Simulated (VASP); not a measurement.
Write the native input for VASP 6.6.1 that does the following.

```yaml
Task: single point
Functional: PBE
Potentials_or_basis: VASP PAW PBE potentials, release 64 (Ti_sv, Si, O)
Cutoff: 520 eV
k_mesh: 4 × 4 × 6
Occupations: gaussian, width 0.1 eV
Spin: collinear spin
Starting_moments: "[1.0, 0.0, 0.0, 0.0, 0.0, 0.0, 0.0] μB"
Dipole_correction: no
Further_INCAR_settings: ALGO = Normal; EDIFF = 1e-06; NBANDS = 35
```

The structure of TiSi2O4 lies in POSCAR:

```
TiSi2O4
1.0
    5.3635119900      0.0000000000      0.0000000000
    0.0000000000      5.3635119900      0.0000000000
    0.0000000000      0.0000000000      2.8325976500
Ti Si O
1 2 4
Direct
    0.5000000000      0.5000000000      0.5040306500
    0.0000000000      0.5000000000      0.0000000000
    0.5000000000      0.0000000000      0.0000000000
    0.7500000000      0.7500000000      0.0080612900
    0.2500000000      0.2500000000      0.0080612900
    0.2500000000      0.7500000000      0.0080612900
    0.7500000000      0.2500000000      0.0080612900
```

One way to write it, as run:

INCAR

```
SYSTEM = TiSi2O4
ALGO = Normal
EDIFF = 1E-6
ENCUT = 520
GGA = PE
ISIF = 2
ISMEAR = 0
ISPIN = 2
LASPH = .TRUE.
LCHARG = .TRUE.
LELF = .TRUE.
LMAXMIX = 4
LORBIT = 11
LREAL = .FALSE.
LVHAR = .TRUE.
LWAVE = .FALSE.
MAGMOM = 1 0 0 0 0 0 0
NBANDS = 35
NELM = 150
PREC = Accurate
SIGMA = 0.1
```

KPOINTS

```
k-points
0
G
  4 4 6
  0 0 0
```

Potentials or basis: VASP PAW PBE potentials, release 64 (Ti_sv, Si, O).

The run is started by

```bash
$ cat potpaw_PBE.64/Ti_sv/POTCAR potpaw_PBE.64/Si/POTCAR potpaw_PBE.64/O/POTCAR > POTCAR
$ mpirun -np 1 vasp_std > vasp.out
```

It gave:

The pressure is -21.2 GPa, the largest force is 2.307 eV/Å and the band gap on the k mesh is zero (filled and empty bands overlap). The net moment is 0.00 μB per cell and the valence electrons inside the program's atomic spheres are Ti 9.99; Si 1.37; O 5.00.

Caveat: the k points lie up to 0.37 Å⁻¹ apart, too coarse for converged energies and pressures of a metal; semilocal functionals often make such compounds metallic where correlation or magnetic order opens a gap, which also shifts bond lengths; forces of over 1 eV/Å act on the atoms, so gaps and moduli don't describe the material at rest.

It took 3 min on 1 thread of Intel Xeon 8259CL, with other jobs on the host, peak memory 0.27 GiB.
